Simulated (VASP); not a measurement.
# CdS (Fm-3m) in VASP: further runs

The runs below take CdS through relaxation of cell and atoms, with LDA.

All numbers are computed with VASP 6.6.1; they aren't measurements. Logs are shortened: lines on timing, memory, paths and dates and some standing lists are left out, and cuts for length are marked.

### Step 1. The cell of the first run

It takes space group Fm-3m (No. 225, cubic). The conventional cell has a = 5.340 Å, b = 5.340 Å, c = 5.340 Å, α = 90.00°, β = 90.00°, γ = 90.00°. Cd (site symmetry m-3m) has 6 S at 2.67 Å within 3.5 Å. Within 3.5 Å of S (site symmetry m-3m) lie 6 Cd at 2.67 Å.

### Step 2. Relaxation of cell and atoms, LDA, target pressure 4 GPa, at which the enthalpy is minimised

File INCAR:

```
PREC = Accurate
ENCUT = 600
EDIFF = 1E-6
ISMEAR = -1
SIGMA = 0.08
LREAL = F
LASPH = T
NELM = 60
ALGO = Normal
ISIF = 3
LWAVE = F
LCHARG = F
GGA = CA
IBRION = 2
NSW = 100
EDIFFG = -0.002
PSTRESS = 40.0
```

File KPOINTS:

```
Automatic mesh
0
Gamma
  16 16 16
```

File POSCAR:

```
CdS
1.0
    0.0000000000      2.6697583852      2.6697583852
    2.6697583852      0.0000000000      2.6697583852
    2.6697583852      2.6697583852      0.0000000000
Cd S
1 1
Direct
    0.0000000000      0.0000000000      0.0000000000
    0.5000000000      0.5000000000      0.5000000000
```

Potentials or basis: VASP PAW LDA potentials, release 64 (Cd, S).

Launch:

```
$ cat potpaw_LDA.64/Cd/POTCAR potpaw_LDA.64/S/POTCAR > POTCAR
$ mpirun -np 1 vasp_std > vasp.out
```

OUTCAR:

```text
PREC = Accurate
   ENCUT = 600
   EDIFF = 1E-6
   ISMEAR = -1
   LREAL = F
   LASPH = T
   NELM = 60
   ISIF = 3
   GGA = CA
   IBRION = 2
   NSW = 100
   EDIFFG = -0.002
   PSTRESS = 40.0

 ion  position               nearest neighbor table
   1  0.000  0.000  0.000-   2 2.67   2 2.67   2 2.67   2 2.67   2 2.67   2 2.67
   2  0.500  0.500  0.500-   1 2.67   1 2.67   1 2.67   1 2.67   1 2.67   1 2.67

  LATTYP: Found a face centered cubic cell.
 ALAT       =     5.3395167704

  Lattice vectors:

 A1 = (   0.0000000000,   2.6697583852,   2.6697583852)
 A2 = (   2.6697583852,   0.0000000000,   2.6697583852)
 A3 = (   2.6697583852,   2.6697583852,   0.0000000000)

Analysis of symmetry for initial positions (statically):
=====================================================================
 Subroutine PRICEL returns:
 Original cell was already a primitive cell.

 Routine SETGRP: Setting up the symmetry group for a
 face centered cubic supercell.

 Subroutine GETGRP returns: Found 48 space group operations
 (whereof 48 operations were pure point group operations)
 out of a pool of 48 trial point group operations.

The static configuration has the point symmetry O_h .

Analysis of symmetry for dynamics (positions and initial velocities):
=====================================================================
 Subroutine PRICEL returns:
 Original cell was already a primitive cell.

 Routine SETGRP: Setting up the symmetry group for a
 face centered cubic supercell.

 Subroutine GETGRP returns: Found 48 space group operations
 (whereof 48 operations were pure point group operations)
 out of a pool of 48 trial point group operations.

The dynamic configuration has the point symmetry O_h .

 Subroutine INISYM returns: Found 48 space group operations
 (whereof 48 operations are pure point group operations),
 and found     1 'primitive' translations

----------------------------------------------------------------------------------------

                                     Primitive cell

  volume of cell :      38.0580

  direct lattice vectors                    reciprocal lattice vectors
     0.000000000  2.669758385  2.669758385    -0.187282865  0.187282865  0.187282865
     2.669758385  0.000000000  2.669758385     0.187282865 -0.187282865  0.187282865
     2.669758385  2.669758385  0.000000000     0.187282865  0.187282865 -0.187282865

  length of vectors
     3.775608517  3.775608517  3.775608517     0.324383438  0.324383438  0.324383438

  position of ions in fractional coordinates (direct lattice)
     0.000000000  0.000000000  0.000000000
     0.500000000  0.500000000  0.500000000

  ion indices of the primitive-cell ions
   primitive index   ion index
                 1           1
                 2           2

----------------------------------------------------------------------------------------

 KPOINTS: Automatic mesh

Automatic generation of k-mesh.
 Grid dimensions read from file:
 generate k-points for:   16   16   16

 Generating k-lattice:

  Cartesian coordinates                     Fractional coordinates (reciprocal lattice)
    -0.011705179  0.011705179  0.011705179     0.062500000  0.000000000  0.000000000
     0.011705179 -0.011705179  0.011705179     0.000000000  0.062500000  0.000000000
     0.011705179  0.011705179 -0.011705179     0.000000000  0.000000000  0.062500000

  Length of vectors
     0.020273965  0.020273965  0.020273965

  Shift w.r.t. Gamma in fractional coordinates (k-lattice)
     0.000000000  0.000000000  0.000000000

 Subroutine IBZKPT returns following result:
 ===========================================

 Found    145 irreducible k-points:

 Following reciprocal coordinates:
            Coordinates               Weight
  0.000000  0.000000  0.000000      1.000000
  0.062500  0.000000  0.000000      8.000000
  0.125000  0.000000  0.000000      8.000000
  0.187500  0.000000  0.000000      8.000000
  0.250000  0.000000  0.000000      8.000000
  0.312500  0.000000  0.000000      8.000000
[... 16 lines left out ...]
 -0.125000  0.062500  0.000000     24.000000
 -0.062500  0.062500  0.000000     12.000000
 [... further k-points ...]
   k-points           NKPTS =    145   k-points in BZ     NKDIM =    145   number of bands    NBANDS=     13
   number of dos      NEDOS =    301   number of ions     NIONS =      2
   total plane-waves  NPLWV =  27000
   dimension x,y,z NGX =    30 NGY =   30 NGZ =   30
   dimension x,y,z NGXF=    60 NGYF=   60 NGZF=   60
   ions per type =               1   1
   NGX,Y,Z   is equivalent  to a cutoff of  13.21, 13.21, 13.21 a.u.
   NGXF,Y,Z  is equivalent  to a cutoff of  26.42, 26.42, 26.42 a.u.
 SYSTEM =  unknown system
   PREC   = accura    normal or accurate (medium, high low for compatibility)
   ISTART =      0    job   : 0-new  1-cont  2-samecut
   ICHARG =      2    charge: 1-file 2-atom 10-const
   ISPIN  =      1    spin polarized calculation?
   LNONCOLLINEAR =      F non collinear calculations
   LSORBIT =      F    spin-orbit coupling
   LASPH  =      T    aspherical Exc in radial PAW
   ENCUT  =  600.0 eV  44.10 Ry    6.64 a.u.   7.54  7.54  7.54*2*pi/ulx,y,z
   NELM   =     60;   NELMIN=  2; NELMDL= -5     # of ELM steps
   EDIFF  = 0.1E-05   stopping-criterion for ELM
   LREAL  =      F    real-space projection
   EDIFFG = -.2E-02   stopping-criterion for IOM
   NSW    =    100    number of steps for IOM
   IBRION =      2    ionic relax: 0-MD 1-quasi-New 2-CG
   NFREE  =      1    steps in history (QN), initial steepest desc. (CG)
   ISIF   =      3    stress and relaxation
   ISYM   =      2    0-nonsym 1-usesym 2-fastsym
   POTIM  = 0.5000    time-step for ionic-motion
   TEBEG  =    0.0;   TEEND  =   0.0 temperature during run
   PSTRESS=   40.0 pullay stress
   NELECT =      18.0000    total number of electrons
   NUPDOWN=      -1.0000    fix difference up-down
   EMIN   =  10.00;   EMAX   =-10.00  energy-range for DOS
   EFERMI =   0.00;   METHOD = LEGACY
   ISMEAR =    -1;   SIGMA  =   0.08  broadening in eV -4-tet -1-fermi 0-gaus
   EFERMI_NEDOS =   21; number of points for ismear=-14 and -15
   IALGO  =     38    algorithm
   IMIX   =      4    mixing-type and parameters
     AMIX     =   0.40;   BMIX     =  1.00
     AMIX_MAG =   1.60;   BMIX_MAG =  1.00
  volume/ion in A,a.u.               =      19.03       128.41
  Fermi-wavevector in a.u.,A,eV,Ry     =   1.275510  2.410364 22.135653  1.626925
  Thomas-Fermi vector in A             =   2.408218
   LORBIT       =      0    0 simple, 1 ext, 2 COOP (PROOUT), +10 PAW based schemes
   GGA     = CA    functional components
   LHFCALC =     F    Hartree Fock is set to
   AEXX    =    0.0000 exact exchange contribution
   IVDW    =     0    specifies the selected vdW correction
   LEPSILON=     F    determine dielectric tensor
   LRPA    =     F    only Hartree local field effects (RPA)
 conjugate gradient relaxation of ions
 non-spin polarized calculation
  energy-cutoff  :      600.00
  volume of cell :       38.06
 maximum number of plane-waves:      1295
   NGX = 15   NGY = 15   NGZ = 15

--------------------------------------- Ionic step        1  -------------------------------------------

 number of electron      17.9999997 magnetization

 Free energy of the ion-electron system (eV)
  ---------------------------------------------------
  ext. energy  EPLUGINS =         0.00000000
  ---------------------------------------------------
  free energy    TOTEN  =        -7.26681058 eV

  energy without entropy =       -7.26343305  energy(sigma->0) =       -7.26512181

------------------------ aborting loop because EDIFF is reached ----------------------------------------

  FORCE on cell =-STRESS in cart. coord.  units (eV):
  Direction    XX          YY          ZZ          XY          YZ          ZX
  --------------------------------------------------------------------------------------
  -------------------------------------------------------------------------------------
  Total        0.1711961      0.1711961      0.1711961      0.0000000      0.0000000     -0.0000000
  in kB        7.2070664      7.2070664      7.2070664      0.0000000      0.0000000     -0.0000000
  external PRESSURE =     -32.7929336 kB  Pullay stress =      40.0000000 kB
[... 137 lines left out ...]
  enthalpy is  TOTEN    =        -6.3292621247 eV   P V=        0.9198420304

--------------------------------------- Ionic step        5  -------------------------------------------

 number of electron      18.0000003 magnetization

 Free energy of the ion-electron system (eV)
  ---------------------------------------------------
  ext. energy  EPLUGINS =         0.00000000
  ---------------------------------------------------
  free energy    TOTEN  =        -7.24975744 eV

  energy without entropy =       -7.24640194  energy(sigma->0) =       -7.24807969

 E-fermi :   4.0793     XC(G=0): -11.2678

 val. band max:        4.0636199191   @ k =   0.4375   0.4375   0.0000
 cond. band min:       4.1427366413   @ k =   0.5000   0.4375   0.0000
 fundamental gap:      0.0791167222
 Fermi energy:         4.0793405478

 k-point     1 :       0.0000    0.0000    0.0000
  band No.  band energies     occupation
      1      -9.7240      2.00000
      2      -4.0714      2.00000
      3      -4.0714      2.00000
      4      -4.0660      2.00000
      5      -4.0660      2.00000
      6      -4.0660      2.00000
      7       2.8752      2.00000
      8       2.8752      2.00000
      9       2.8752      2.00000
     10       5.0751      0.00001
     11      13.0619      0.00000
     12      13.0619      0.00000
     13      13.0619      0.00000
[... 353 lines left out ...]
 k-point    24 :      -0.0625    0.0625    0.0000
  band No.  band energies     occupation
      1      -9.6140      2.00000
      2      -4.1279      2.00000
      3      -4.1033      2.00000
      4      -4.0813      2.00000
      5      -4.0494      2.00000
      6      -4.0298      2.00000
      7       2.0698      2.00000
      8       2.7700      2.00000
      9       3.0563      1.99999
     10       5.9603      0.00000
     11      12.1549      0.00000
     12      12.6668      0.00000
     13      13.1567      0.00000

 [... further k-points ...]

------------------------ aborting loop because EDIFF is reached ----------------------------------------

  FORCE on cell =-STRESS in cart. coord.  units (eV):
  Direction    XX          YY          ZZ          XY          YZ          ZX
  --------------------------------------------------------------------------------------
  -------------------------------------------------------------------------------------
  Total        0.9219069      0.9219069      0.9219069      0.0000000      0.0000000      0.0000000
  in kB       40.0615240     40.0615240     40.0615240      0.0000000      0.0000000      0.0000000
  external PRESSURE =       0.0615240 kB  Pullay stress =      40.0000000 kB
[... 17 lines left out ...]
  FREE ENERGIE OF THE ION-ELECTRON SYSTEM (eV)
  ---------------------------------------------------
  free  energy   TOTEN  =        -7.2497574396 eV

  energy  without entropy=       -7.2464019385  energy(sigma->0) =       -7.24807969

  enthalpy is  TOTEN    =        -6.3292663427 eV   P V=        0.9204910969

 reached required accuracy - stopping structural energy minimisation
```

Run time: 4.9 min. Hardware: 1 thread of Intel Xeon 8259CL, shared host; peak memory 0.23 GiB.

Results:

| Item | Value |
| --- | --- |
| Free energy | -7.2498 eV |
| Relaxed volume | 18.43 Å³/atom |
| Relaxed cell | a = 3.736 Å, b = 3.736 Å, c = 3.736 Å, α = 60.00°, β = 60.00°, γ = 60.00° |
| Space group after relaxing (to 0.1 Å) | Fm-3m (No. 225) |
| Energy change on relaxing (the run minimises the enthalpy) | +8.5 meV/atom |
| Ionic steps | 5 |
| Pressure after relaxing | 4.0 GPa |
| Band gap on the k mesh | zero (bands 9 and 10 overlap by 0.03 eV) |

The path:
```
step  energy change (eV)  largest force (eV/Å)  pressure (GPa)  volume (Å³)
   1              0.0000                0.0000            0.72        38.06
   2              0.0482                0.0000            6.96        35.95
   3              0.0171                0.0000            3.96        36.87
   4              0.0177                0.0000            4.05        36.84
   5              0.0171                0.0000            4.01        36.87
```

Final structure:
```xyz
2
Lattice="0.0000 2.6417 2.6417 2.6417 0.0000 2.6417 2.6417 2.6417 0.0000" Properties=species:S:1:pos:R:3 pbc="T T T"
Cd    2.6417    2.6417    5.2834
S     2.6417    2.6417    2.6417
```

Caveat: the cell is relaxed towards a set pressure, so the run minimises the enthalpy, not the energy; semilocal functionals underestimate gaps, and a narrow one can read as zero.

(Continued in part 2 of 2.)

The gap in the log of VASP goes by the Fermi energy; the results here count the filled bands.